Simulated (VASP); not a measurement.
Write the native input for VASP 6.6.1 that does the following.

| Item | Value |
| --- | --- |
| Task | single point |
| Functional | LDA |
| Potentials or basis | VASP PAW LDA potentials, release 64 (Pb_d, Te) |
| Cutoff | 500 eV |
| k mesh | 10 × 10 × 10 |
| Occupations | gaussian, width 0.02 eV |
| Spin | no spin polarisation |
| Dipole correction | no |
| Further INCAR settings | ALGO = Normal; EDIFF = 1e-06; NBANDS = 17 |

The structure of TePb (l.bB) lies in POSCAR:

```
TePb
1.0
    0.0000000000      3.1904425242      3.1904425242
    3.1904425242      0.0000000000      3.1904425242
    3.1904425242      3.1904425242      0.0000000000
Pb Te
1 1
Direct
    0.0000000000      0.0000000000      0.0000000000
    0.5000000000      0.5000000000      0.5000000000
```

The input as run:

INCAR

```
SYSTEM = TePb
PREC = Accurate
ENCUT = 500
EDIFF = 1E-6
ISMEAR = 0
SIGMA = 0.02
LREAL = .FALSE.
LASPH = .TRUE.
NELM = 120
ALGO = Normal
ISIF = 2
LWAVE = .FALSE.
LCHARG = .FALSE.
NBANDS = 17
GGA_COMPAT = .FALSE.
```

KPOINTS

```
Automatic mesh
0
G
  10 10 10
  0 0 0
```

Potentials or basis: VASP PAW LDA potentials, release 64 (Pb_d, Te).

Command:

```console
$ cat potpaw_LDA.64/Pb_d/POTCAR potpaw_LDA.64/Te/POTCAR > POTCAR
$ mpirun -np 1 vasp_std > vasp.out
```

It gave:

```json
{"Pressure": "0.1 GPa", "Band gap on the k mesh": "0.55 eV, direct"}
```

Caveat: spin-orbit coupling is left out, which moves the levels of the heavy elements.

Run time: 44 s on 1 thread of AMD EPYC 7R13, on a shared host, peak memory 0.2 GiB.
